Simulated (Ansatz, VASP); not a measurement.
One calculation of PbO2, two programs

```
Pb O
1.0
     4.98608    0.00000    0.00000
     0.00000    4.98608    0.00000
     0.00000    0.00000    3.40708
Pb O
2 4
Direct
  0.00000 0.00000 0.00000
  0.50000 0.50000 0.50000
  0.30721 0.30721 0.00000
  0.19279 0.80721 0.50000
  0.69279 0.69279 0.00000
  0.80721 0.19279 0.50000
```

Alike in both runs: functional r2SCAN; k mesh 7 × 7 × 10; occupations fermi-dirac, width 0.1 eV; no spin polarisation.

Ansatz relaxed the structure, and its values are those at the end. VASP's run is a single point on that final structure, the one shown.

|  | VASP | Ansatz |
| --- | --- | --- |
| version | VASP 6.6.1 | Ansatz 0.2.0 |
| potentials or method | VASP PAW PBE potentials, release 64 (Pb_d, O), cutoff 520 eV | PAW plane waves |
| valence electrons in the cell | 52 | 52 |

VASP gave:

| Quantity | Value |
| --- | --- |
| pressure (GPa) | 0.8 |
| rms of the force components (eV/Å) | 0.005 |

Problem. Estimate Ansatz's values.

Solution. Pressure (GPa): 0.0; rms of the force components (eV/Å): 0.003.

VASP's potentials were made for PBE, not for r2SCAN. Ansatz's warnings: stress scf threshold loose.

Neither program's run includes spin-orbit coupling.
